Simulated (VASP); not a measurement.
# LiNiOs3 (Pm-3m) in VASP: notebook, part 2 of 2

VASP 6.6.1. The steps go on from the part before.

## 3. Relaxation of cell and atoms, PBE, collinear spin, ferromagnetic start

This run uses another cell than the first one, of 11.93 Å³/atom, 0.684 times its volume.

Contents of INCAR:

```
SYSTEM = LiNiOs3
PREC     = Accurate       ! precision mode
ENCUT    = 600            ! plane-wave cutoff, eV
EDIFF    = 1E-6           ! SCF threshold, eV
ISMEAR   = 0              ! smearing method
SIGMA    = 0.1            ! smearing width, eV
LREAL    = .False.        ! projectors in reciprocal space
LASPH    = .True.         ! aspherical terms in the spheres
NELM     = 150            ! most SCF steps
ALGO     = Normal         ! electronic algorithm
ISIF     = 3              ! what is computed and relaxed
LWAVE    = .False.        ! write WAVECAR
LCHARG   = .False.        ! write CHGCAR
ISPIN    = 2              ! spin polarisation
MAGMOM   = 0 2 0 0 0      ! initial moments
LORBIT   = 11             ! projections on sites
LMAXMIX  = 4              ! l up to which the mixer works
GGA      = PE             ! functional
IBRION   = 2              ! ionic algorithm
NSW      = 90             ! ionic steps
EDIFFG   = -0.04          ! ionic threshold
```

Contents of KPOINTS:

```
regular mesh
0
Gamma
  4 4 4
  0 0 0
```

Contents of POSCAR:

```
LiNiOs3
1.0
    3.9073229000      0.0000000000      0.0000000000
    0.0000000000      3.9073229000      0.0000000000
    0.0000000000      0.0000000000      3.9073229000
Li Ni Os
1 1 3
Direct
    0.0000000000      0.0000000000      0.0000000000
    0.5000000000      0.5000000000      0.5000000000
    0.0000000000      0.5000000000      0.5000000000
    0.5000000000      0.0000000000      0.5000000000
    0.5000000000      0.5000000000      0.0000000000
```

Potentials or basis: VASP PAW PBE potentials, release 64 (Li_sv, Ni, Os).

Launch:

```console
> cat potpaw_PBE.64/Li_sv/POTCAR potpaw_PBE.64/Ni/POTCAR potpaw_PBE.64/Os/POTCAR > POTCAR
> mpirun -np 1 vasp_std > vasp.out
```

OUTCAR:

```text
SYSTEM = LiNiOs3
   PREC = Accurate
   ENCUT = 600
   EDIFF = 1E-6
   ISMEAR = 0
   LREAL = .False.
   LASPH = .True.
   NELM = 150
   ISIF = 3
   ISPIN = 2
   LORBIT = 11
   GGA = PE
   IBRION = 2
   NSW = 90
   EDIFFG = -0.04

 ion  position               nearest neighbor table
   1  0.000  0.000  0.000-   3 2.76   4 2.76   5 2.76   3 2.76   4 2.76   3 2.76   5 2.76   3 2.76
                             4 2.76   5 2.76   4 2.76   5 2.76
   2  0.500  0.500  0.500-   3 1.95   4 1.95   5 1.95   5 1.95   4 1.95   3 1.95
   3  0.000  0.500  0.500-   2 1.95   2 1.95   4 2.76   5 2.76   1 2.76   5 2.76   1 2.76   4 2.76
                             1 2.76   1 2.76   4 2.76   5 2.76   5 2.76   4 2.76
   4  0.500  0.000  0.500-   2 1.95   2 1.95   3 2.76   5 2.76   1 2.76   5 2.76   1 2.76   3 2.76
                             5 2.76   5 2.76   1 2.76   3 2.76   1 2.76   3 2.76
   5  0.500  0.500  0.000-   2 1.95   2 1.95   3 2.76   4 2.76   1 2.76   3 2.76   4 2.76   1 2.76
                             4 2.76   4 2.76   1 2.76   3 2.76   3 2.76   1 2.76

[... 1462 lines left out ...]
  ---------------------------------------------------
  free energy    TOTEN  =       -31.80002987 eV

  energy without entropy =      -31.75104899  energy(sigma->0) =      -31.77553943

 E-fermi :   4.7210     XC(G=0): -11.1913

 val. band max:        4.6860548705   @ k =   0.5000   0.5000   0.0000
 cond. band min:       4.7285210752   @ k =   0.5000   0.5000   0.2500
 fundamental gap:      0.0424662047
 Fermi energy:         4.7209878739
[... 555 lines left out ...]
  FREE ENERGIE OF THE ION-ELECTRON SYSTEM (eV)
  ---------------------------------------------------
  free  energy   TOTEN  =       -31.8000298696 eV

  energy  without entropy=      -31.7510489906  energy(sigma->0) =      -31.77553943

 reached required accuracy - stopping structural energy minimisation

 total charge

# of ion       s       p       d       tot
------------------------------------------
    1        2.012   0.039   0.000   2.051
    2        0.786   0.922   8.520  10.228
    3        0.583   0.418   5.907   6.909
    4        0.583   0.418   5.907   6.909
    5        0.583   0.418   5.907   6.909
--------------------------------------------------
tot          4.548   2.215  26.242  33.005

 magnetization (x)

# of ion       s       p       d       tot
------------------------------------------
    1        0.000   0.000   0.000   0.000
    2       -0.000  -0.001   0.050   0.049
    3        0.000   0.000   0.023   0.023
    4        0.000   0.000   0.023   0.023
    5        0.000   0.000   0.023   0.023
--------------------------------------------------
tot         -0.000   0.000   0.119   0.119
```

OSZICAR:

```text
N       E                     dE             d eps       ncg     rms          rms(c)
DAV:   1     0.342830042777E+03    0.34283E+03   -0.18469E+04   920   0.199E+03
DAV:   2     0.124879068647E+02   -0.33034E+03   -0.32159E+03   920   0.523E+02
DAV:   3    -0.236865056779E+02   -0.36174E+02   -0.34570E+02  1178   0.156E+02
[... 375 lines left out ...]
DAV:   3    -0.317999592227E+02    0.13883E-01   -0.53614E-02  1154   0.416E+00    0.832E-02
DAV:   4    -0.318000549288E+02   -0.95706E-04   -0.16386E-03  1100   0.258E-01    0.632E-02
DAV:   5    -0.318000277528E+02    0.27176E-04   -0.96444E-05  1380   0.856E-02    0.317E-02
DAV:   6    -0.318000293937E+02   -0.16409E-05   -0.68630E-05  1320   0.787E-02    0.230E-02
DAV:   7    -0.318000298696E+02   -0.47584E-06   -0.71517E-06   992   0.319E-02
  25 F= -.31800030E+02 E0= -.31775539E+02  d E =-.833852E-03  mag=     0.1250
```

Run time: 16 min. Hardware: 1 thread of AMD EPYC 7R43 (Zen 3), shared host; peak memory 0.19 GiB.

What came out:

```
Free energy                                           : -31.8000 eV
Relaxed volume                                        : 17.35 Å³/atom
Relaxed cell                                          : a = 4.426 Å, b = 4.426 Å, c = 4.426 Å, α = 90.00°, β = 90.00°, γ = 90.00°
Space group after relaxing (to 0.05 Å)                : Pm-3m (No. 221)
Energy gained by relaxing                             : 1619.0 meV/atom
Ionic steps                                           : 25
Pressure after relaxing                               : 0.2 GPa
Net moment                                            : 0.12 μB per cell
Site moments                                          : Li +0.00; Ni +0.05; Os +0.02 μB
Valence electrons inside the program's atomic spheres : Li 2.05; Ni 10.23; Os 6.91
```

Step by step:
| step | energy change (eV) | largest force (eV/Å) | pressure (GPa) | volume (Å³) |
| --- | --- | --- | --- | --- |
| 1 | 0.0000 | 0.0000 | 135.26 | 59.65 |
| 2 | 4.8757 | 0.0000 | -16.46 | 195.71 |
| 3 | -1.0584 | 0.0000 | -19.84 | 145.89 |
| 4 | -5.1664 | 0.0000 | -23.13 | 118.09 |
| 5 | -7.8962 | 0.0000 | 2.77 | 85.57 |
| 6 | -8.0534 | 0.0000 | -0.98 | 87.92 |
| 7 | -8.0937 | 0.0000 | -1.32 | 87.28 |
| 8 | -8.0941 | 0.0000 | 0.38 | 86.42 |
| 9 | -8.0941 | 0.0000 | 0.71 | 86.43 |
| 10 | -8.0942 | 0.0000 | 0.73 | 86.43 |
| 11 | -8.0942 | 0.0000 | 0.67 | 86.43 |
| 12 | -8.0942 | 0.0000 | 0.68 | 86.43 |
| 13 | -8.0942 | 0.0000 | 0.70 | 86.43 |
| 14 | -8.0942 | 0.0000 | 0.70 | 86.43 |
| 15 | -8.0942 | 0.0000 | 0.69 | 86.43 |
| 16 | -8.0942 | 0.0000 | 0.67 | 86.43 |
| 17 | -8.0942 | 0.0000 | 0.62 | 86.43 |
| 18 | -8.0942 | 0.0000 | 0.54 | 86.43 |
| 19 | -8.0942 | 0.0000 | 0.71 | 86.44 |
| 20 | -8.0942 | 0.0000 | 0.72 | 86.44 |
| 21 | -8.0942 | 0.0000 | 0.72 | 86.45 |
| 22 | -8.0943 | 0.0000 | 0.65 | 86.47 |
| 23 | -8.0945 | 0.0000 | 0.59 | 86.51 |
| 24 | -8.0947 | 0.0000 | 0.45 | 86.58 |
| 25 | -8.0950 | 0.0000 | 0.16 | 86.73 |

Final structure:
```yaml
crystal:
  lattice:
    - [4.42643, 0.00000, 0.00000]
    - [0.00000, 4.42643, 0.00000]
    - [0.00000, 0.00000, 4.42643]
  atoms:
    - { symbol: Li, position: [0.00000, 0.00000, 0.00000] }
    - { symbol: Ni, position: [0.50000, 0.50000, 0.50000] }
    - { symbol: Os, position: [0.00000, 0.50000, 0.50000] }
    - { symbol: Os, position: [0.50000, 0.00000, 0.50000] }
    - { symbol: Os, position: [0.50000, 0.50000, 0.00000] }
```

Caveat: the k points lie up to 0.35 Å⁻¹ apart in the final cell; the cutoff is under 1.25 times the usual one of these potentials, so pressure, stress and relaxed cells hold a basis-set (Pulay) error; the starting moments collapsed, and a magnetic state may lie lower; the volume moved by over 15 % at a fixed basis, so the end points are rough; spin-orbit coupling is left out, which moves the levels of the heavy elements.
